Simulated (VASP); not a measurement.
# HfN (Fm-3m) in VASP: a series of runs, part 3 of 3

VASP 6.6.1. The steps go on from the part before.

## 4. Electric field gradients, LDA (volume scaled by 0.99)

Contents of INCAR:

```
PREC = Accurate ; ENCUT = 520
EDIFF = 1E-8 ; ISMEAR = -1
SIGMA = 0.03 ; LREAL = False
LASPH = True ; NELM = 100
ALGO = Normal ; ISIF = 2
LWAVE = False ; LCHARG = False
LEFG = True ; NBANDS = 14
```

Contents of KPOINTS:

```
Automatic mesh
0
Gamma
  10 10 10
```

Contents of POSCAR:

```
HfN
1.0
    0.0000000000      2.2514447596      2.2514447596
    2.2514447596      0.0000000000      2.2514447596
    2.2514447596      2.2514447596      0.0000000000
Hf N
1 1
Direct
    0.0000000000      0.0000000000      0.0000000000
    0.5000000000      0.5000000000      0.5000000000
```

Potentials or basis: VASP PAW LDA potentials, release 64 (Hf_pv, N).

Run with:

```sh
$ cat potpaw_LDA.64/Hf_pv/POTCAR potpaw_LDA.64/N/POTCAR > POTCAR
$ mpirun -np 1 vasp_std > vasp.out
```

OUTCAR:

```text
PREC = Accurate
   ENCUT = 520
   EDIFF = 1E-8
   ISMEAR = -1
   LREAL = False
   LASPH = True
   NELM = 100
   ISIF = 2

 ion  position               nearest neighbor table
   1  0.000  0.000  0.000-   2 2.25   2 2.25   2 2.25   2 2.25   2 2.25   2 2.25
   2  0.500  0.500  0.500-   1 2.25   1 2.25   1 2.25   1 2.25   1 2.25   1 2.25

  LATTYP: Found a face centered cubic cell.
 ALAT       =     4.5028895192

  Lattice vectors:

 A1 = (   0.0000000000,   2.2514447596,   2.2514447596)
 A2 = (   2.2514447596,   0.0000000000,   2.2514447596)
 A3 = (   2.2514447596,   2.2514447596,   0.0000000000)

Analysis of symmetry for initial positions (statically):
=====================================================================
 Subroutine PRICEL returns:
 Original cell was already a primitive cell.

 Routine SETGRP: Setting up the symmetry group for a
 face centered cubic supercell.

 Subroutine GETGRP returns: Found 48 space group operations
 (whereof 48 operations were pure point group operations)
 out of a pool of 48 trial point group operations.

The static configuration has the point symmetry O_h .

Analysis of symmetry for dynamics (positions and initial velocities):
=====================================================================
 Subroutine PRICEL returns:
 Original cell was already a primitive cell.

 Routine SETGRP: Setting up the symmetry group for a
 face centered cubic supercell.

 Subroutine GETGRP returns: Found 48 space group operations
 (whereof 48 operations were pure point group operations)
 out of a pool of 48 trial point group operations.

The dynamic configuration has the point symmetry O_h .

 Subroutine INISYM returns: Found 48 space group operations
 (whereof 48 operations are pure point group operations),
 and found     1 'primitive' translations

----------------------------------------------------------------------------------------

                                     Primitive cell

  volume of cell :      22.8252

  direct lattice vectors                    reciprocal lattice vectors
     0.000000000  2.251444760  2.251444760    -0.222079621  0.222079621  0.222079621
     2.251444760  0.000000000  2.251444760     0.222079621 -0.222079621  0.222079621
     2.251444760  2.251444760  0.000000000     0.222079621  0.222079621 -0.222079621

  length of vectors
     3.184023714  3.184023714  3.184023714     0.384653188  0.384653188  0.384653188

  position of ions in fractional coordinates (direct lattice)
     0.000000000  0.000000000  0.000000000
     0.500000000  0.500000000  0.500000000

  ion indices of the primitive-cell ions
   primitive index   ion index
                 1           1
                 2           2

----------------------------------------------------------------------------------------

 KPOINTS: Automatic mesh

Automatic generation of k-mesh.
 Grid dimensions read from file:
 generate k-points for:   10   10   10

 Generating k-lattice:

  Cartesian coordinates                     Fractional coordinates (reciprocal lattice)
[... 81 lines left out ...]
  volume/ion in A,a.u.               =      11.41        77.02
  Fermi-wavevector in a.u.,A,eV,Ry     =   1.423314  2.689673 27.562979  2.025822
  Thomas-Fermi vector in A             =   2.543924
   LORBIT       =      0    0 simple, 1 ext, 2 COOP (PROOUT), +10 PAW based schemes
   GGA     = CA    functional components
   LHFCALC =     F    Hartree Fock is set to
   AEXX    =    0.0000 exact exchange contribution
   IVDW    =     0    specifies the selected vdW correction
   LEPSILON=     F    determine dielectric tensor
   LRPA    =     F    only Hartree local field effects (RPA)
 non-spin polarized calculation
  energy-cutoff  :      520.00
  volume of cell :       22.83
 maximum number of plane-waves:       636
   NGX = 11   NGY = 11   NGZ = 11

 number of electron      14.9999998 magnetization

 Free energy of the ion-electron system (eV)
  ---------------------------------------------------
  ext. energy  EPLUGINS =         0.00000000
  ---------------------------------------------------
  free energy    TOTEN  =       -23.84896810 eV

  energy without entropy =      -23.84628984  energy(sigma->0) =      -23.84762897

 E-fermi :   8.3118     XC(G=0): -13.0314

 val. band max:        8.2804686182   @ k =  -0.4000   0.3000   0.0000
 cond. band min:       8.3259489159   @ k =  -0.1000   0.1000   0.0000
 fundamental gap:      0.0454802978
 Fermi energy:         8.3117816204

 k-point     1 :       0.0000    0.0000    0.0000
  band No.  band energies     occupation
      1     -22.6048      2.00000
      2     -22.6048      2.00000
      3     -22.6048      2.00000
      4      -9.0113      2.00000
      5       5.3169      2.00000
      6       5.3169      2.00000
      7       5.3169      2.00000
      8       7.8911      2.00000
      9       7.8911      2.00000
     10       7.8911      2.00000
     11      10.2204      0.00000
     12      10.2204      0.00000
     13      10.3686      0.00000
     14      17.9610      0.00000
[... 377 lines left out ...]
      1     -23.3209      2.00000
      2     -22.8854      2.00000
      3     -22.8545      2.00000
      4      -7.5654      2.00000
      5       1.7341      2.00000
      6       3.7055      2.00000
      7       4.2077      2.00000
      8       5.7939      2.00000
      9      12.3750      0.00000
     10      12.9330      0.00000
     11      13.0636      0.00000
     12      13.2428      0.00000
     13      17.5449      0.00000
     14      19.5642      0.00000

 [... further k-points ...]

------------------------ aborting loop because EDIFF is reached ----------------------------------------

  FORCE on cell =-STRESS in cart. coord.  units (eV):
  Direction    XX          YY          ZZ          XY          YZ          ZX
  --------------------------------------------------------------------------------------
  -------------------------------------------------------------------------------------
  Total       -1.1267962     -1.1267962     -1.1267962     -0.0000000      0.0000000      0.0000000
  in kB      -79.0937313    -79.0937313    -79.0937313     -0.0000000      0.0000000      0.0000000
  external PRESSURE =     -79.0937313 kB  Pullay stress =       0.0000000 kB

 VOLUME and BASIS-vectors are now :
 -----------------------------------------------------------------------------
  energy-cutoff  :      520.00
  volume of cell :       22.83
      direct lattice vectors                 reciprocal lattice vectors
     0.000000000  2.251444760  2.251444760    -0.222079621  0.222079621  0.222079621
     2.251444760  0.000000000  2.251444760     0.222079621 -0.222079621  0.222079621
     2.251444760  2.251444760  0.000000000     0.222079621  0.222079621 -0.222079621

 POSITION                                       TOTAL-FORCE (eV/Angst)
 -----------------------------------------------------------------------------------
      0.00000      0.00000      0.00000         0.000000      0.000000     -0.000000
      2.25144      2.25144      2.25144        -0.000000     -0.000000      0.000000
 -----------------------------------------------------------------------------------
    total drift:                                0.000000     -0.000000     -0.000000

  FREE ENERGIE OF THE ION-ELECTRON SYSTEM (eV)
  ---------------------------------------------------
  free  energy   TOTEN  =       -23.8489680961 eV

  energy  without entropy=      -23.8462898421  energy(sigma->0) =      -23.84762897

 Electric field gradients (V/A^2)
---------------------------------------------------------------------
 ion       V_xx      V_yy      V_zz      V_xy      V_xz      V_yz
---------------------------------------------------------------------
   1       0.000    -0.000    -0.000    -0.000    -0.000    -0.000
   2      -0.000    -0.000    -0.000    -0.001    -0.001    -0.001
---------------------------------------------------------------------

 Electric field gradients after diagonalization (V/A^2)
 (convention: |V_zz| > |V_xx| > |V_yy|)
----------------------------------------------------------------------
 ion       V_xx      V_yy      V_zz     asymmetry (V_yy - V_xx)/ V_zz
----------------------------------------------------------------------
   1       0.000     0.000    -0.001       0.000
   2       0.001     0.001    -0.001       0.000
----------------------------------------------------------------------

           NMR quadrupolar parameters

 Cq : quadrupolar parameter    Cq=e*Q*V_zz/h
 eta: asymmetry parameters     (V_yy - V_xx)/ V_zz
 Q  : nuclear electric quadrupole moment in mb (millibarn)
----------------------------------------------------------------------
 ion       Cq(MHz)       eta       Q (mb)
----------------------------------------------------------------------
   1      -0.000       0.000       1.000
   2      -0.000       0.000       1.000
----------------------------------------------------------------------
```

OSZICAR:

```text
N       E                     dE             d eps       ncg     rms          rms(c)
DAV:   1     0.344129881753E+02    0.34413E+02   -0.77590E+03  1316   0.100E+03
DAV:   2    -0.251399018955E+02   -0.59553E+02   -0.55783E+02  1762   0.224E+02
DAV:   3    -0.268302843703E+02   -0.16904E+01   -0.16846E+01  1522   0.303E+01
DAV:   4    -0.268362645816E+02   -0.59802E-02   -0.59758E-02  1568   0.216E+00
DAV:   5    -0.268363076858E+02   -0.43104E-04   -0.43103E-04  1514   0.147E-01    0.512E+01
DAV:   6    -0.240069057490E+02    0.28294E+01   -0.84611E+00  1406   0.220E+01    0.440E+01
DAV:   7    -0.238875867839E+02    0.11932E+00   -0.47830E-01  1646   0.521E+00    0.273E+01
DAV:   8    -0.238542683327E+02    0.33318E-01   -0.12705E-01  1634   0.289E+00    0.526E+00
DAV:   9    -0.238491015565E+02    0.51668E-02   -0.13211E-02  1538   0.922E-01    0.188E+00
DAV:  10    -0.238489929206E+02    0.10864E-03   -0.81948E-04  1682   0.249E-01    0.326E-01
DAV:  11    -0.238489686990E+02    0.24222E-04   -0.61182E-05  1478   0.714E-02    0.567E-02
DAV:  12    -0.238489680966E+02    0.60241E-06   -0.60007E-06  1774   0.207E-02    0.569E-03
DAV:  13    -0.238489680961E+02    0.49477E-09   -0.70240E-08  1416   0.254E-03
   1 F= -.23848968E+02 E0= -.23847629E+02  d E =-.267825E-02
```

stdout:

```text
POSCAR found type information on POSCAR HfN
 POSCAR found :  2 types and       2 ions
 scaLAPACK will be used
 LDA part: xc-table for (Slater(with rela. corr.)+CA(PZ))
 , standard interpolation
 POSCAR, INCAR and KPOINTS ok, starting setup
 FFT: planning ... GRIDC
 FFT: planning ... GRID_SOFT
 FFT: planning ... GRID
 WAVECAR not read
 entering main loop
ion   1

ion   2
```

Run time: 22 s. Hardware: 1 thread of Intel Xeon 8259CL, shared host; peak memory 0.14 GiB.

Results:

| Item | Value |
| --- | --- |
| Free energy | -23.8490 eV |
| Pressure | -7.9 GPa |

Caveat: without QUAD_EFG the Cq values of the log hold for a quadrupole moment of 1 mb, not for the nuclei; spin-orbit coupling is left out, which moves the levels of the heavy elements.
